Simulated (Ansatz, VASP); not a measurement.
## SiC: VASP beside Ansatz

INCAR

```
SYSTEM = SiC
PREC     = Accurate       ! precision mode
ENCUT    = 520            ! plane-wave cutoff, eV
EDIFF    = 1E-6           ! SCF threshold, eV
ISMEAR   = 0              ! smearing method
SIGMA    = 0.05           ! smearing width, eV
LREAL    = .False.        ! projectors in reciprocal space
LASPH    = .True.         ! aspherical terms in the spheres
NELM     = 60             ! most SCF steps
ALGO     = Normal         ! electronic algorithm
ISIF     = 2              ! what is computed and relaxed
LWAVE    = .False.        ! write WAVECAR
LCHARG   = .False.        ! write CHGCAR
GGA      = PE             ! functional
NBANDS   = 26             ! bands
```

KPOINTS

```
Automatic mesh
0
Gamma
  10 10 3
  0 0 0
```

The input POSCAR:

```
SiC
1.0
   -3.0941201809      0.0000000000      0.0000000000
   -1.5470600905     -2.6795866790      0.0000000000
    0.0000000000      0.0000000000     10.6293391998
Si C
4 4
Direct
    0.6666666667      0.6666666667      0.0896203855
    0.3333333333      0.3333333333      0.5661005791
    1.0000000000      1.0000000000      0.8043934403
    1.0000000000      1.0000000000      0.3279132467
    0.6666666667      0.6666666667      0.8633892066
    0.3333333333      0.3333333333      0.3869090130
    0.0000000000      0.0000000000      0.6257593510
    0.0000000000      0.0000000000      0.1492791574
```

Input for Ansatz:

```yaml
crystal:
  lattice:
    - [-3.0941201809, 0.0, 0.0]
    - [-1.5470600905, -2.679586679, 0.0]
    - [0.0, 0.0, 10.6293391998]
  atoms:
    - { symbol: Si, position: [0.6666666667, 0.6666666667, 0.0896203855] }
    - { symbol: Si, position: [0.3333333333, 0.3333333333, 0.5661005791] }
    - { symbol: Si, position: [1.0, 1.0, 0.8043934403] }
    - { symbol: Si, position: [1.0, 1.0, 0.3279132467] }
    - { symbol: C, position: [0.6666666667, 0.6666666667, 0.8633892066] }
    - { symbol: C, position: [0.3333333333, 0.3333333333, 0.386909013] }
    - { symbol: C, position: [0.0, 0.0, 0.625759351] }
    - { symbol: C, position: [0.0, 0.0, 0.1492791574] }
basis:
  ecutwfc: 420
kpoints:
  mp_grid: { grid: [10, 10, 3] }
hamiltonian:
  xc: pbe
scf:
  occupations: { method: gaussian, width: 0.05 }
output:
  forces: true
  stress: true
  eigenvalues: true
```

Alike in both runs: task single point; functional PBE; k mesh 10 × 10 × 3; occupations gaussian, width 0.05 eV; no spin polarisation.

|  | VASP | Ansatz |
| --- | --- | --- |
| version | VASP 6.6.1 | Ansatz 0.2.0 |
| potentials or method | VASP PAW PBE potentials, release 64 (Si, C), cutoff 520 eV | scalar-relativistic, plane waves, PAW |
| valence electrons in the cell | 32 | 32 |

VASP gave:

* gap on the k mesh at the Fermi level (eV): 1.51
* least direct gap on the mesh (eV): 2.89
* pressure (GPa): -4.4
* traceless stress, the component that is largest in VASP (GPa): -8.39
* rms of the force components (eV/Å): 0.646

Q: Estimate Ansatz's values.

A: gap on the k mesh at the Fermi level (eV): 1.50; least direct gap on the mesh (eV): 2.88; pressure (GPa): -4.3; traceless stress, the component that is largest in VASP (GPa): -8.34; rms of the force components (eV/Å): 0.649.

Atom by atom the forces differ by 0.004 eV/Å (rms over components).
